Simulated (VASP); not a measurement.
Set up this calculation in VASP 6.6.1, as the native input.

```
Task                   : single point
Functional             : LDA
Potentials or basis    : VASP PAW LDA potentials, release 64 (Cu)
Cutoff                 : 520 eV
k mesh                 : 12 × 12 × 12
Occupations            : fermi-dirac, width 0.15 eV
Spin                   : no spin polarisation
Dipole correction      : no
Further INCAR settings : ALGO = Normal; EDIFF = 1e-06; NBANDS = 18
```

The structure of Cu lies in POSCAR:

```
Cu
1.0
    1.2291999188     -4.0114139727      0.0000000000
    1.2291999188      4.0114139727      0.0000000000
    0.0000000000      0.0000000000      2.4973076613
Cu
2
Direct
    0.1338670000      0.8661330000      0.2500000000
    0.8661330000      0.1338670000      0.7500000000
```

One way to write it, as run:

INCAR

```
PREC = Accurate
ENCUT = 520
EDIFF = 1E-6
ISMEAR = -1
SIGMA = 0.15
LREAL = F
LASPH = T
NELM = 100
ALGO = Normal
ISIF = 2
LWAVE = F
LCHARG = F
NBANDS = 18
```

KPOINTS

```
regular mesh
0
Gamma
  12 12 12
```

Potentials or basis: VASP PAW LDA potentials, release 64 (Cu).

The run is started by

```bash
$ cat potpaw_LDA.64/Cu/POTCAR > POTCAR
$ mpirun -np 1 vasp_std > vasp.out
```

Results of the run:

```yaml
Pressure: -9.9 GPa
Largest_force: 0.075 eV/Å
Band_gap_on_the_k_mesh: zero (bands 11 and 12 overlap by 5.51 eV)
```

Caveat: the cell stands under tension.

It took 3.3 min on 1 thread of Intel Xeon 8259CL (shared host), peak memory 0.22 GiB.
